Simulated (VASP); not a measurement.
# CoO (Fm-3m) in VASP: single point with LDA

Aim: the single point of CoO with LDA.

All numbers are computed with VASP 6.6.1; they aren't measurements. Logs are shortened: lines on timing, memory, paths and dates and some standing lists are left out, and cuts for length are marked.

### 1 The cell of the first run

It takes space group Fm-3m (No. 225, cubic). The conventional cell has a = 4.263 Å, b = 4.263 Å, c = 4.263 Å, α = 90.00°, β = 90.00°, γ = 90.00°. Within 2.8 Å of Co (site symmetry m-3m) lie 6 O at 2.13 Å. Within 2.8 Å of O (site symmetry m-3m) lie 6 Co at 2.13 Å.

### 2 Single point, LDA, collinear spin, ferromagnetic start

Contents of POSCAR:

```
CoO
1.0
    0.0000000000      2.1315000000      2.1315000000
    2.1315000000      0.0000000000      2.1315000000
    2.1315000000      2.1315000000      0.0000000000
Co O
1 1
Direct
    0.0000000000      0.0000000000      0.0000000000
    0.5000000000      0.5000000000      0.5000000000
```

Contents of INCAR.step1:

```
PREC = Accurate
ENCUT = 520
EDIFF = 1E-6
ISMEAR = 0
SIGMA = 0.05
LREAL = False
LASPH = True
NELM = 200
ALGO = Normal
ISIF = 2
LWAVE = False
LCHARG = True
ISPIN = 2
MAGMOM = 2.45 0.35
LMAXMIX = 4
NBANDS = 22
GGA_COMPAT = False
NEDOS = 2001
LORBIT = 11
```

Contents of KPOINTS.step1:

```
Automatic mesh
0
Gamma
  12 12 12
```

Contents of INCAR.step2:

```
PREC = Accurate
ENCUT = 520
EDIFF = 1E-6
ISMEAR = -5
SIGMA = 0.05
LREAL = False
LASPH = True
NELM = 200
ALGO = Normal
ISIF = 2
LWAVE = False
LCHARG = False
ISPIN = 2
MAGMOM = 2.45 0.35
LORBIT = 10
LMAXMIX = 4
NBANDS = 22
NEDOS = 1001
ICHARG = 11
GGA_COMPAT = False
```

Contents of KPOINTS.step2:

```
Automatic mesh
0
Gamma
  18 18 18
```

Potentials or basis: VASP PAW LDA potentials, release 64 (Co_sv, O).

Started as:

```bash
> cat potpaw_LDA.64/Co_sv/POTCAR potpaw_LDA.64/O/POTCAR > POTCAR
> cp INCAR.step1 INCAR
> cp KPOINTS.step1 KPOINTS
> mpirun -np 1 vasp_std > vasp.out
> cp INCAR.step2 INCAR
> cp KPOINTS.step2 KPOINTS
> mpirun -np 1 vasp_std > vasp.out
```

OUTCAR:

```text
PREC = Accurate
   ENCUT = 520
   EDIFF = 1E-6
   ISMEAR = -5
   LREAL = False
   LASPH = True
   NELM = 200
   ISIF = 2
   ISPIN = 2
   LORBIT = 10
   ICHARG = 11

 ion  position               nearest neighbor table
   1  0.000  0.000  0.000-   2 2.13   2 2.13   2 2.13   2 2.13   2 2.13   2 2.13
   2  0.500  0.500  0.500-   1 2.13   1 2.13   1 2.13   1 2.13   1 2.13   1 2.13

  LATTYP: Found a face centered cubic cell.
 ALAT       =     4.2630000000

  Lattice vectors:

 A1 = (   0.0000000000,   2.1315000000,   2.1315000000)
 A2 = (   2.1315000000,   0.0000000000,   2.1315000000)
 A3 = (   2.1315000000,   2.1315000000,   0.0000000000)

Analysis of symmetry for initial positions (statically):
=====================================================================
 Subroutine PRICEL returns:
 Original cell was already a primitive cell.

 Routine SETGRP: Setting up the symmetry group for a
 face centered cubic supercell.

 Subroutine GETGRP returns: Found 48 space group operations
 (whereof 48 operations were pure point group operations)
 out of a pool of 48 trial point group operations.

The static configuration has the point symmetry O_h .

Analysis of symmetry for dynamics (positions and initial velocities):
=====================================================================
 Subroutine PRICEL returns:
 Original cell was already a primitive cell.

 Routine SETGRP: Setting up the symmetry group for a
 face centered cubic supercell.

 Subroutine GETGRP returns: Found 48 space group operations
 (whereof 48 operations were pure point group operations)
 out of a pool of 48 trial point group operations.

The dynamic configuration has the point symmetry O_h .

Analysis of structural, dynamic, and magnetic symmetry:
=====================================================================
 Subroutine PRICEL returns:
 Original cell was already a primitive cell.

 Routine SETGRP: Setting up the symmetry group for a
 face centered cubic supercell.

 Subroutine GETGRP returns: Found 48 space group operations
 (whereof 48 operations were pure point group operations)
 out of a pool of 48 trial point group operations.

The overall configuration has the point symmetry O_h .

 Subroutine INISYM returns: Found 48 space group operations
 (whereof 48 operations are pure point group operations),
 and found     1 'primitive' translations

[... 117 lines left out ...]
  volume/ion in A,a.u.               =       9.68        65.35
  Fermi-wavevector in a.u.,A,eV,Ry     =   1.733626  3.276078 40.891759  3.005460
  Thomas-Fermi vector in A             =   2.807577
   LORBIT       =     10    0 simple, 1 ext, 2 COOP (PROOUT), +10 PAW based schemes
   GGA     = CA    functional components
   LHFCALC =     F    Hartree Fock is set to
   AEXX    =    0.0000 exact exchange contribution
   IVDW    =     0    specifies the selected vdW correction
   LEPSILON=     F    determine dielectric tensor
   LRPA    =     F    only Hartree local field effects (RPA)
 spin polarized calculation
 Fermi weights with tetrahedron method with Bloechl corrections
  energy-cutoff  :      520.00
  volume of cell :       19.37
 maximum number of plane-waves:       544

 number of electron      22.9999977 magnetization       2.8005049

 Free energy of the ion-electron system (eV)
  ---------------------------------------------------
  ext. energy  EPLUGINS =         0.00000000
  ---------------------------------------------------
  free energy    TOTEN  =       -14.67240194 eV

  energy without entropy =      -14.67240194  energy(sigma->0) =      -14.67240194

 E-fermi :   8.5529     XC(G=0): -13.2004

 val. band max:        8.5888613501   @ k =   0.1111   0.0000   0.0000
 cond. band min:       8.5494141042   @ k =  -0.2222   0.2222   0.0556
 fundamental gap:     -0.0394472459
 Fermi energy:         8.5529490563

 spin component 1

 k-point     1 :       0.0000    0.0000    0.0000
  band No.  band energies     occupation
      1     -87.0937      1.00000
      2     -50.8926      1.00000
      3     -50.8926      1.00000
      4     -50.8926      1.00000
      5     -11.5436      1.00000
      6       5.2227      1.00000
[... 589 lines left out ...]
     21      35.2199      0.00000
     22      36.9950      0.00000

 [... further k-points ...]

 spin component 2

 k-point     1 :       0.0000    0.0000    0.0000
  band No.  band energies     occupation
      1     -84.4031      1.00000
      2     -48.2858      1.00000
      3     -48.2858      1.00000
      4     -48.2858      1.00000
      5     -11.0476      1.00000
      6       5.7780      1.00000
[... 589 lines left out ...]
     21      35.7086      0.00000
     22      37.7073      0.00000

 [... further k-points ...]

------------------------ aborting loop because EDIFF is reached ----------------------------------------

  FORCE on cell =-STRESS in cart. coord.  units (eV):
  Direction    XX          YY          ZZ          XY          YZ          ZX
  --------------------------------------------------------------------------------------
  -------------------------------------------------------------------------------------
  Total       -2.5850811     -2.5850811     -2.5850811     -0.0000000     -0.0000000      0.0000000
  in kB     -213.8448293   -213.8448293   -213.8448293     -0.0000000     -0.0000000      0.0000000
  external PRESSURE =    -213.8448293 kB  Pullay stress =       0.0000000 kB

 VOLUME and BASIS-vectors are now :
 -----------------------------------------------------------------------------
  energy-cutoff  :      520.00
  volume of cell :       19.37
      direct lattice vectors                 reciprocal lattice vectors
     0.000000000  2.131500000  2.131500000    -0.234576589  0.234576589  0.234576589
     2.131500000  0.000000000  2.131500000     0.234576589 -0.234576589  0.234576589
     2.131500000  2.131500000  0.000000000     0.234576589  0.234576589 -0.234576589

 POSITION                                       TOTAL-FORCE (eV/Angst)
 -----------------------------------------------------------------------------------
      0.00000      0.00000      0.00000        -0.000000     -0.000000      0.000000
      2.13150      2.13150      2.13150         0.000000      0.000000      0.000000
 -----------------------------------------------------------------------------------
    total drift:                                0.000000     -0.000000     -0.000000

  FREE ENERGIE OF THE ION-ELECTRON SYSTEM (eV)
  ---------------------------------------------------
  free  energy   TOTEN  =       -14.6724019367 eV

  energy  without entropy=      -14.6724019367  energy(sigma->0) =      -14.67240194

 total charge

# of ion       s       p       d       tot
------------------------------------------
    1        2.142   6.056   6.684  14.883
    2        1.545   3.381   0.000   4.927
--------------------------------------------------
tot          3.688   9.438   6.684  19.809

 magnetization (x)

# of ion       s       p       d       tot
------------------------------------------
    1        0.013   0.009   2.363   2.384
    2        0.029   0.272   0.000   0.301
--------------------------------------------------
tot          0.041   0.281   2.363   2.685
```

OUTCAR.step1:

```text
PREC = Accurate
   ENCUT = 520
   EDIFF = 1E-6
   ISMEAR = 0
   LREAL = False
   LASPH = True
   NELM = 200
   ISIF = 2
   ISPIN = 2
[... 1449 lines left out ...]

 total charge

# of ion       s       p       d       tot
------------------------------------------
    1        2.142   6.057   6.682  14.881
    2        1.545   3.382   0.000   4.928
--------------------------------------------------
tot          3.688   9.439   6.682  19.809

 magnetization (x)

# of ion       s       p       d       tot
------------------------------------------
    1        0.013   0.009   2.364   2.385
    2        0.028   0.270   0.000   0.299
--------------------------------------------------
tot          0.041   0.279   2.364   2.684
```

OSZICAR.step1:

```text
N       E                     dE             d eps       ncg     rms          rms(c)
DAV:   1     0.214399524934E+03    0.21440E+03   -0.12389E+04  8762   0.257E+03
DAV:   2    -0.906961221260E+01   -0.22347E+03   -0.21251E+03  9564   0.645E+02
DAV:   3    -0.173231517268E+02   -0.82535E+01   -0.81875E+01  9126   0.102E+02
DAV:   4    -0.173916471823E+02   -0.68495E-01   -0.68477E-01  7414   0.788E+00
DAV:   5    -0.173939457608E+02   -0.22986E-02   -0.22985E-02  9020   0.160E+00    0.156E+01
DAV:   6    -0.163886381731E+02    0.10053E+01   -0.19335E+01 10048   0.876E+01    0.270E+01
DAV:   7    -0.147579397126E+02    0.16307E+01   -0.83975E+00  8846   0.635E+01    0.701E+00
DAV:   8    -0.146899337774E+02    0.68006E-01   -0.37087E-01  9458   0.686E+00    0.458E+00
DAV:   9    -0.146756541315E+02    0.14280E-01   -0.87244E-02 11450   0.433E+00    0.204E+00
DAV:  10    -0.146754427308E+02    0.21140E-03   -0.95144E-03  7648   0.154E+00    0.958E-01
DAV:  11    -0.146738039672E+02    0.16388E-02   -0.10445E-02 11056   0.183E+00    0.131E-01
DAV:  12    -0.146739060133E+02   -0.10205E-03   -0.74653E-04  7100   0.215E-01    0.670E-02
DAV:  13    -0.146738886534E+02    0.17360E-04   -0.63683E-05  9768   0.911E-02    0.275E-02
DAV:  14    -0.146738899367E+02   -0.12833E-05   -0.73510E-06  7822   0.428E-02    0.110E-02
DAV:  15    -0.146738899792E+02   -0.42555E-07   -0.88941E-07  4732   0.183E-02
   1 F= -.14673890E+02 E0= -.14671247E+02  d E =-.528541E-02  mag=     2.8005
```

Run time: 54 s. Hardware: 1 thread of Intel Xeon 6975P-C (Granite Rapids), shared host; peak memory 0.23 GiB.

What came out:

| Quantity | Value |
| --- | --- |
| Net moment | 2.80 μB per cell |
| Site moments | Co +2.38; O +0.30 μB |
| Valence electrons inside the program's atomic spheres | Co 14.88; O 4.93 |

Levels at points of the mesh, in eV from the Fermi level:
Spin up:
| k point | band 9 | band 10 | band 11 | band 12 | band 13 | band 14 | band 15 | band 16 | band 17 | band 18 |
| --- | --- | --- | --- | --- | --- | --- | --- | --- | --- | --- |
| (0.00, 0.00, 0.00) | -3.00 | -3.00 | -3.00 | -2.98 | -2.98 | 0.87 | 16.52 | 17.82 | 17.82 | 17.82 |
| (0.50, 0.00, 0.00) | -2.23 | -2.23 | -1.74 | 0.21 | 0.21 | 4.83 | 9.05 | 13.11 | 13.11 | 20.18 |
| (0.50, 0.50, 0.00) | -3.90 | -2.61 | -2.09 | -1.96 | -1.96 | 5.63 | 9.50 | 11.47 | 15.38 | 15.38 |
Spin down:
```tsv
k point	band 8	band 9	band 10	band 11	band 12	band 13
(0.00, 0.00, 0.00)	-2.77	-1.10	-1.10	-1.10	-0.43	-0.43
(0.50, 0.00, 0.00)	-4.90	-0.12	-0.12	0.18	2.30	2.30
(0.50, 0.50, 0.00)	-4.02	-2.26	0.03	0.17	0.17	0.53
```

Caveat: a cell with one magnetic atom can't hold antiferromagnetic order, which such compounds often take; semilocal functionals often make such compounds metallic where correlation or magnetic order opens a gap, which also shifts bond lengths; tetrahedron occupations give inexact forces and stress in metals.
